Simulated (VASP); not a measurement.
Here is a VASP 6.6.1 calculation.

File INCAR:

```
  PREC = Accurate
  ENCUT = 520
  EDIFF = 1E-6
  ISMEAR = 0
  SIGMA = 0.02
  LREAL = F
  LASPH = T
  NELM = 80
  ALGO = Normal
  ISIF = 2
  LWAVE = F
  LCHARG = F
  GGA = PS
  NBANDS = 11
```

The input KPOINTS:

```
regular mesh
0
Gamma
  10 10 10
```

The input POSCAR:

```
HBr
1.0
    0.0000000000      3.8507205737      3.8509611666
    1.6711513560      0.0000000000      3.8509611666
    1.6711513560      3.8507205737      0.0000000000
H Br
1 1
Direct
    0.0000000000      0.0000000000      0.0000000000
    0.5000000000      0.5000000000      0.5000000000
```

Potentials or basis: VASP PAW PBE potentials, release 64 (H, Br).

Run with:

```bash
$ cat potpaw_PBE.64/H/POTCAR potpaw_PBE.64/Br/POTCAR > POTCAR
$ mpirun -np 1 vasp_std > vasp.out
```

**Question.** Estimate the pressure.

**Answer.** 0.0 GPa.

**Question.** Estimate the band gap on the k mesh.

**Answer.** 1.44 eV (least direct gap 1.74 eV).

Caveat: the PAW data sets were made with another functional, which shifts forces and pressure a little. PBEsol gaps usually lie below the measured ones, often by a third to a half.
